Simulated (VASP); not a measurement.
The system is Si2GeP3.

```
Si Ge P
1.0
     2.78745    1.60933    4.15652
    -2.78745    1.60933    4.15652
     0.00000   -3.21867    4.15652
Si Ge P
2 1 3
Direct
  0.62707 0.62707 0.62707
  0.37293 0.37293 0.37293
  0.00000 0.00000 0.00000
  0.00000 0.50000 0.00000
  0.50000 0.00000 0.00000
  0.00000 0.00000 0.50000
```

The cell was generated, and may not be a known phase.

| Property | Result |
| --- | --- |
| Program | VASP 6.6.1 |
| Task | relaxation of cell and atoms |
| Functional | PBE |
| Potentials or basis | VASP PAW PBE potentials, release 64 (Si, Ge_d, P) |
| Cutoff | 600 eV |
| k mesh | 6 × 6 × 6 |
| Occupations | gaussian, width 0.1 eV |
| Spin | no spin polarisation |

At the start: pressure -6.0 GPa; volume 18.65 Å³/atom.

How do energy, volume and symmetry change on relaxing?

Over 28 steps the energy falls by 178.9 meV/atom and the volume is 17.31 Å³/atom (-7.2 %); space group R-3m (No. 166, to 0.1 Å) before and after.

The path:
```
step  energy change (eV)  largest force (eV/Å)  pressure (GPa)  volume (Å³)
   1              0.0000                0.0264           -6.02       111.88
   2             -0.2194                0.0507            0.18       100.92
   3             -0.2196                0.0486           -0.01       101.19
   4             -0.2195                0.0470           -0.17       101.39
   5             -0.2201                0.0503           -0.16       101.35
   6             -0.2223                0.0574           -0.18       101.21
   7             -0.2301                0.0617           -0.26       100.93
   8             -0.2692                0.0938           -0.45       100.34
   9             -0.4002                0.2150            0.41        99.05
  10             -0.6754                0.2085            3.15        96.05
  11             -0.3708                0.0429           15.21        88.57
  12             -0.8174                0.1831            5.55        93.73
  13             -0.8022                0.1812            7.30        92.46
  14             -0.8115                0.1853            6.87        92.77
  15             -0.8182                0.1853            6.41        93.09
  16             -0.8337                0.1970            6.03        93.48
  17             -0.8746                0.2319            4.93        94.66
  18             -0.9327                0.2988            2.72        97.05
  19             -0.9625                0.4211           -0.94       101.94
  20             -0.9652                0.3961           -0.24       100.88
  21             -0.9693                0.3926           -0.27       100.93
  22             -0.9813                0.3799           -0.23       101.07
  23             -1.0035                0.3514           -0.14       101.35
  24             -1.0430                0.2635            0.08       101.90
  25             -1.0684                0.1183            0.92       102.94
  26             -1.0713                0.0102            0.63       102.69
  27             -1.0721                0.0363           -0.50       104.77
  28             -1.0735                0.0151            0.03       103.85
```

Final structure:
```xyz
6
Lattice="2.4347 1.4057 5.0576 -2.4347 1.4057 5.0576 0.0000 -2.8113 5.0576" Properties=species:S:1:pos:R:3 pbc="T T T"
Si    0.0000    0.0000    8.9417
Si    0.0000    0.0000    6.2312
Ge    0.0000    0.0000    0.0000
P    -1.2173    0.7028    2.5288
P     1.2173    0.7028    2.5288
P     0.0000   -1.4057    2.5288
```

Caveat: an odd number of electrons without spin polarisation forces a metal; a magnetic or distorted state may lie lower.
